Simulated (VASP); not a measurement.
# CdSe (C2) in VASP: notebook

Runs on CdSe. Level: PBEsol. Tasks: single point.

Program: VASP 6.6.1. These are calculated values, not measurements. Logs are shortened: lines on timing, memory, paths and dates and some standing lists are left out, and cuts for length are marked.

## (1) The cell of the first run

It takes space group C2 (No. 5, monoclinic). The conventional cell has a = 6.119 Å, b = 6.083 Å, c = 4.049 Å, α = 90.00°, β = 125.68°, γ = 90.00°. Cd (site symmetry 2) has 4 Se at 2.53 to 2.92 Å within 3.3 Å. Within 3.3 Å of Se (site symmetry 2) lie 4 Cd at 2.53 to 2.92 Å.

## (2) Single point, PBEsol (engineering shear strain xz -0.2200, normal strain along z +0.1000)

The input, INCAR:

```
SYSTEM = CdSe
PREC = Accurate
ENCUT = 520
EDIFF = 1E-7
ISMEAR = 0
SIGMA = 0.05
LREAL = .FALSE.
LASPH = .TRUE.
NELM = 100
ALGO = Normal
ISIF = 2
LWAVE = .FALSE.
LCHARG = .TRUE.
GGA = PS
LELF = .TRUE.
LVHAR = .TRUE.
NBANDS = 16
```

The input, KPOINTS:

```
regular mesh
0
G
  10 10 10
  0 0 0
```

The input, POSCAR:

```
CdSe
1.0
   -0.3345440567      3.3454405672      3.0413096065
    3.0413096065     -0.3345440567      3.0413096065
    2.7067655498      3.0108965104      0.0000000000
Cd Se
1 1
Direct
    0.0000000000      0.0000000000      0.0000000000
    0.7500000000      0.7500000000      0.7500000000
```

Potentials or basis: VASP PAW PBE potentials, release 64 (Cd, Se).

The run is started by

```console
$ cat potpaw_PBE.64/Cd/POTCAR potpaw_PBE.64/Se/POTCAR > POTCAR
$ mpirun -np 1 vasp_std > vasp.out
```

OUTCAR:

```text
SYSTEM = CdSe
   PREC = Accurate
   ENCUT = 520
   EDIFF = 1E-7
   ISMEAR = 0
   LREAL = .FALSE.
   LASPH = .TRUE.
   NELM = 100
   ISIF = 2
   GGA = PS

 ion  position               nearest neighbor table
   1  0.000  0.000  0.000-   2 2.53   2 2.53   2 2.92   2 2.92
   2  0.750  0.750  0.750-   1 2.53   1 2.53   1 2.92   1 2.92

  LATTYP: Found a base centered monoclinic cell.
 ALAT       =     6.1193084081
 B/A-ratio  =     0.9940043559
 C/A-ratio  =     0.6616291910
 COS(beta)  =    -0.5832282599

  Lattice vectors:

 A1 = (  -3.0413096065,   0.3345440567,  -3.0413096065)
 A2 = (  -3.0413096065,   0.3345440568,   3.0413096065)
 A3 = (   2.7067655498,   3.0108965104,   0.0000000000)

Analysis of symmetry for initial positions (statically):
=====================================================================
 Subroutine PRICEL returns:
 Original cell was already a primitive cell.

 Routine SETGRP: Setting up the symmetry group for a
 base centered monoclinic supercell.

 Subroutine GETGRP returns: Found  2 space group operations
 (whereof  2 operations were pure point group operations)
 out of a pool of  4 trial point group operations.

The static configuration has the point symmetry C_2 .

Analysis of symmetry for dynamics (positions and initial velocities):
=====================================================================
 Subroutine PRICEL returns:
 Original cell was already a primitive cell.

 Routine SETGRP: Setting up the symmetry group for a
 base centered monoclinic supercell.

 Subroutine GETGRP returns: Found  2 space group operations
 (whereof  2 operations were pure point group operations)
 out of a pool of  4 trial point group operations.

The dynamic configuration has the point symmetry C_2 .

 Subroutine INISYM returns: Found  2 space group operations
 (whereof  2 operations are pure point group operations),
 and found     1 'primitive' translations

----------------------------------------------------------------------------------------

                                     Primitive cell

  volume of cell :      61.2070

  direct lattice vectors                    reciprocal lattice vectors
    -0.334544057  3.345440567  3.041309607    -0.149608266  0.134496320  0.164402861
     3.041309607 -0.334544057  3.041309607     0.149608266 -0.134496320  0.164402861
     2.706765550  3.010896510  0.000000000     0.182854547  0.167742601 -0.164402861

  length of vectors
     4.533592002  4.314052384  4.048713072     0.259807994  0.259807994  0.297660320

  position of ions in fractional coordinates (direct lattice)
     0.000000000  0.000000000  0.000000000
     0.750000000  0.750000000  0.750000000

  ion indices of the primitive-cell ions
   primitive index   ion index
                 1           1
                 2           2

----------------------------------------------------------------------------------------

 KPOINTS: regular mesh

Automatic generation of k-mesh.
 Grid dimensions read from file:
 generate k-points for:   10   10   10

 Generating k-lattice:

  Cartesian coordinates                     Fractional coordinates (reciprocal lattice)
    -0.014960827  0.013449632  0.016440286     0.100000000 -0.000000000  0.000000000
     0.014960827 -0.013449632  0.016440286     0.000000000  0.100000000 -0.000000000
     0.018285455  0.016774260 -0.016440286     0.000000000  0.000000000  0.100000000

  Length of vectors
     0.025980799  0.025980799  0.029766032

  Shift w.r.t. Gamma in fractional coordinates (k-lattice)
     0.000000000  0.000000000  0.000000000

 Subroutine IBZKPT returns following result:
 ===========================================

 Found    282 irreducible k-points:

 Following reciprocal coordinates:
            Coordinates               Weight
  0.000000  0.000000  0.000000      1.000000
  0.100000  0.000000  0.000000      4.000000
  0.200000  0.000000  0.000000      4.000000
  0.300000  0.000000  0.000000      4.000000
  0.400000  0.000000  0.000000      4.000000
  0.500000  0.000000  0.000000      2.000000
[... 16 lines left out ...]
  0.300000  0.300000  0.000000      2.000000
  0.400000  0.300000 -0.000000      4.000000
 [... further k-points ...]
   k-points           NKPTS =    282   k-points in BZ     NKDIM =    282   number of bands    NBANDS=     16
   number of dos      NEDOS =    301   number of ions     NIONS =      2
   total plane-waves  NPLWV =  34560
   dimension x,y,z NGX =    36 NGY =   32 NGZ =   30
   dimension x,y,z NGXF=    72 NGYF=   64 NGZF=   60
   ions per type =               1   1
   NGX,Y,Z   is equivalent  to a cutoff of  13.20, 12.33, 12.32 a.u.
   NGXF,Y,Z  is equivalent  to a cutoff of  26.40, 24.66, 24.64 a.u.
 SYSTEM =  CdSe
   PREC   = accura    normal or accurate (medium, high low for compatibility)
   ISTART =      0    job   : 0-new  1-cont  2-samecut
   ICHARG =      2    charge: 1-file 2-atom 10-const
   ISPIN  =      1    spin polarized calculation?
   LNONCOLLINEAR =      F non collinear calculations
   LSORBIT =      F    spin-orbit coupling
   LASPH  =      T    aspherical Exc in radial PAW
   ENCUT  =  520.0 eV  38.22 Ry    6.18 a.u.   8.43  8.02  7.53*2*pi/ulx,y,z
   NELM   =    100;   NELMIN=  2; NELMDL= -5     # of ELM steps
   EDIFF  = 0.1E-06   stopping-criterion for ELM
   LREAL  =      F    real-space projection
   EDIFFG = 0.1E-05   stopping-criterion for IOM
   NSW    =      0    number of steps for IOM
   IBRION =     -1    ionic relax: 0-MD 1-quasi-New 2-CG
   NFREE  =      0    steps in history (QN), initial steepest desc. (CG)
   ISIF   =      2    stress and relaxation
   ISYM   =      2    0-nonsym 1-usesym 2-fastsym
   POTIM  = 0.5000    time-step for ionic-motion
   TEBEG  =    0.0;   TEEND  =   0.0 temperature during run
   PSTRESS=    0.0 pullay stress
   NELECT =      18.0000    total number of electrons
   NUPDOWN=      -1.0000    fix difference up-down
   EMIN   =  10.00;   EMAX   =-10.00  energy-range for DOS
   EFERMI =   0.00;   METHOD = LEGACY
   ISMEAR =     0;   SIGMA  =   0.05  broadening in eV -4-tet -1-fermi 0-gaus
   EFERMI_NEDOS =   21; number of points for ismear=-14 and -15
   IALGO  =     38    algorithm
   IMIX   =      4    mixing-type and parameters
     AMIX     =   0.40;   BMIX     =  1.00
     AMIX_MAG =   1.60;   BMIX_MAG =  1.00
  volume/ion in A,a.u.               =      30.60       206.52
  Fermi-wavevector in a.u.,A,eV,Ry     =   1.088676  2.057300 16.125839  1.185216
  Thomas-Fermi vector in A             =   2.224863
   LORBIT       =      0    0 simple, 1 ext, 2 COOP (PROOUT), +10 PAW based schemes
   GGA     = PS    functional components
   LHFCALC =     F    Hartree Fock is set to
   AEXX    =    0.0000 exact exchange contribution
   IVDW    =     0    specifies the selected vdW correction
   LEPSILON=     F    determine dielectric tensor
   LRPA    =     F    only Hartree local field effects (RPA)
 non-spin polarized calculation
 Gauss-broadening in eV      SIGMA  =   0.05
  energy-cutoff  :      520.00
  volume of cell :       61.21
 maximum number of plane-waves:      1672
 NGX is ok and might be reduce to    36
   NGX = 17   NGY = 17   NGZ = 15

 number of electron      17.9999999 magnetization

 Free energy of the ion-electron system (eV)
  ---------------------------------------------------
  ext. energy  EPLUGINS =         0.00000000
  ---------------------------------------------------
  free energy    TOTEN  =        -5.83565671 eV

  energy without entropy =       -5.83565669  energy(sigma->0) =       -5.83565670

 E-fermi :   0.6117     XC(G=0):  -8.7142

 val. band max:        0.4701521715   @ k =   0.0000   0.0000   0.0000
 cond. band min:       0.7531711117   @ k =   0.0000   0.0000   0.0000
 fundamental gap:      0.2830189402
 Fermi energy:         0.6116622273

 k-point     1 :       0.0000    0.0000    0.0000
  band No.  band energies     occupation
      1     -12.0848      2.00000
      2      -7.6617      2.00000
      3      -7.5380      2.00000
      4      -7.4668      2.00000
      5      -7.2479      2.00000
      6      -7.2306      2.00000
[... 8 lines left out ...]
     15      10.5828      0.00000
     16      11.0865      0.00000

 k-point     2 :       0.1000    0.0000    0.0000
  band No.  band energies     occupation
      1     -12.0621      2.00000
      2      -7.6561      2.00000
      3      -7.5299      2.00000
      4      -7.4484      2.00000
      5      -7.2465      2.00000
      6      -7.2295      2.00000
[... 8 lines left out ...]
     15      10.6050      0.00000
     16      11.3134      0.00000

 k-point     3 :       0.2000    0.0000    0.0000
  band No.  band energies     occupation
      1     -12.0020      2.00000
      2      -7.6419      2.00000
      3      -7.5135      2.00000
      4      -7.3883      2.00000
      5      -7.2417      2.00000
      6      -7.2240      2.00000
[... 8 lines left out ...]
     15      10.7392      0.00000
     16      11.1944      0.00000

 k-point     4 :       0.3000    0.0000    0.0000
  band No.  band energies     occupation
      1     -11.9265      2.00000
      2      -7.6254      2.00000
      3      -7.4989      2.00000
      4      -7.3031      2.00000
      5      -7.2284      2.00000
      6      -7.2009      2.00000
[... 8 lines left out ...]
     15      10.5427      0.00000
     16      11.4481      0.00000
[... 324 lines left out ...]
 k-point    22 :      -0.2000    0.2000    0.0000
  band No.  band energies     occupation
      1     -11.9128      2.00000
      2      -7.6193      2.00000
      3      -7.4873      2.00000
      4      -7.3023      2.00000
      5      -7.2258      2.00000
      6      -7.1929      2.00000
[... 8 lines left out ...]
     15      10.6275      0.00000
     16      10.9382      0.00000

 k-point    23 :       0.3000    0.3000    0.0000
  band No.  band energies     occupation
      1     -11.8239      2.00000
      2      -7.5818      2.00000
      3      -7.4334      2.00000
      4      -7.3110      2.00000
      5      -7.2129      2.00000
      6      -7.1420      2.00000
[... 8 lines left out ...]
     15      11.4603      0.00000
     16      13.9297      0.00000

 k-point    24 :       0.4000    0.3000   -0.0000
  band No.  band energies     occupation
      1     -11.7710      2.00000
      2      -7.5659      2.00000
      3      -7.4334      2.00000
      4      -7.2761      2.00000
      5      -7.2036      2.00000
      6      -7.0613      2.00000
[... 8 lines left out ...]
     15      11.8507      0.00000
     16      13.7232      0.00000

 [... further k-points ...]
[... 5 lines left out ...]
  --------------------------------------------------------------------------------------
  -------------------------------------------------------------------------------------
  Total       -0.1626796     -0.7212037     -0.3292291      2.5758037     -0.0000000      0.0000000
  in kB       -4.2583650    -18.8785077     -8.6180294     67.4252351     -0.0000000      0.0000000
  external PRESSURE =     -10.5849674 kB  Pullay stress =       0.0000000 kB

 VOLUME and BASIS-vectors are now :
 -----------------------------------------------------------------------------
  energy-cutoff  :      520.00
  volume of cell :       61.21
      direct lattice vectors                 reciprocal lattice vectors
    -0.334544057  3.345440567  3.041309607    -0.149608266  0.134496320  0.164402861
     3.041309607 -0.334544057  3.041309607     0.149608266 -0.134496320  0.164402861
     2.706765550  3.010896510  0.000000000     0.182854547  0.167742601 -0.164402861

 POSITION                                       TOTAL-FORCE (eV/Angst)
 -----------------------------------------------------------------------------------
      0.00000      0.00000      0.00000         0.000000      0.000000      0.821573
      4.06015      4.51634      4.56196         0.000000     -0.000000     -0.821573
 -----------------------------------------------------------------------------------
    total drift:                                0.000000     -0.000004     -0.000029

  FREE ENERGIE OF THE ION-ELECTRON SYSTEM (eV)
  ---------------------------------------------------
  free  energy   TOTEN  =        -5.8356567094 eV

  energy  without entropy=       -5.8356566906  energy(sigma->0) =       -5.83565670
```

It took 5.5 min on 1 thread of Intel Xeon 8259CL, shared host; peak memory 0.41 GiB.

What came out:

| Quantity | Value |
| --- | --- |
| Free energy | -5.8357 eV |
| Pressure | -1.1 GPa |
| Largest force | 0.822 eV/Å |
| Band gap on the k mesh | 0.28 eV |

Forces on the atoms (eV/Å):
```
Cd   0.000  0.000  0.822
Se   0.000  0.000 -0.822
```

Levels at points of the mesh, in eV from the valence-band top:
| k point | band 6 | band 7 | band 8 | band 9 | band 10 | band 11 | band 12 | band 13 |
| --- | --- | --- | --- | --- | --- | --- | --- | --- |
| (0.00, 0.00, 0.00) | -7.70 | -0.75 | -0.51 | 0.00 | 0.28 | 4.61 | 5.85 | 6.95 |
| (0.50, 0.00, 0.00) | -7.53 | -4.16 | -0.71 | -0.48 | 2.23 | 5.53 | 6.49 | 7.22 |
| (0.50, 0.50, 0.00) | -7.40 | -3.86 | -2.51 | -1.18 | 2.07 | 4.09 | 8.49 | 8.64 |
| (0.00, 0.00, 0.50) | -7.40 | -4.32 | -1.40 | -0.95 | 1.52 | 5.23 | 6.42 | 7.26 |
| (0.50, 0.00, 0.50) | -7.48 | -4.39 | -1.63 | -1.52 | 3.11 | 3.69 | 7.06 | 8.88 |
| (0.00, 0.50, 0.50) | -7.36 | -3.93 | -2.04 | -1.80 | 2.81 | 2.98 | 7.25 | 8.46 |

Caveat: the cell differs from its parent crystal (engineering shear strain xz -0.2200, normal strain along z +0.1000); the PAW data sets were made with another functional, which shifts forces and pressure a little.

## (3) Single point, PBEsol (engineering shear strain xz -0.1467, normal strain along z +0.1000)

The input, INCAR:

```
SYSTEM = CdSe
ALGO = Normal
EDIFF = 1E-6
ENCUT = 520
GGA = PS
ISIF = 2
ISMEAR = 0
LASPH = .TRUE.
LCHARG = .TRUE.
LELF = .TRUE.
LREAL = .FALSE.
LVHAR = .TRUE.
LWAVE = .FALSE.
NBANDS = 16
NELM = 80
PREC = Accurate
SIGMA = 0.05
```

The input, KPOINTS:

```
k-points
0
G
  10 10 10
  0 0 0
```

The input, POSCAR:

```
CdSe
1.0
   -0.2230800596      3.3454405672      3.0413096065
    3.0413096065     -0.2230800596      3.0413096065
    2.8182295469      3.1223605075      0.0000000000
Cd Se
1 1
Direct
    0.0000000000      0.0000000000      0.0000000000
    0.7500000000      0.7500000000      0.7500000000
```

Potentials or basis: VASP PAW PBE potentials, release 64 (Cd, Se).

The run is started by

```console
$ cat potpaw_PBE.64/Cd/POTCAR potpaw_PBE.64/Se/POTCAR > POTCAR
$ mpirun -np 1 vasp_std > vasp.out
```

It took 4 min on 1 thread of Intel Xeon 8259CL, shared host; peak memory 0.41 GiB.

The run converged. Its results:

| Property | Result |
| --- | --- |
| Free energy | -5.9784 eV |
| Pressure | -2.7 GPa |
| Largest force | 0.471 eV/Å |
| Band gap on the k mesh | 0.31 eV |

Forces in eV/Å, atoms in the order of the input:
```
Cd   0.000  0.000  0.471
Se   0.000  0.000 -0.471
```

Stress tensor (GPa, compression positive):
```
-1.92  4.24  0.00
 4.24 -3.88  0.00
 0.00  0.00 -2.16
```

Levels at points of the mesh, in eV from the valence-band top:
```
           k point  band 7  band 8  band 9  band 10  band 11  band 12
(0.00, 0.00, 0.00)   -0.41   -0.40    0.00     0.31     5.02     5.81
(0.50, 0.00, 0.00)   -4.05   -0.74   -0.45     2.21     5.83     6.62
(0.50, 0.50, 0.00)   -3.72   -2.23   -1.36     2.44     3.76     8.58
(0.00, 0.00, 0.50)   -4.16   -1.20   -0.77     1.70     5.52     6.52
(0.50, 0.00, 0.50)   -4.23   -1.50   -1.45     3.20     3.83     7.47
(0.00, 0.50, 0.50)   -3.76   -1.91   -1.74     2.92     3.12     7.73
```

Caveat: the cell differs from its parent crystal (engineering shear strain xz -0.1467, normal strain along z +0.1000); the PAW data sets were made with another functional, which shifts forces and pressure a little.
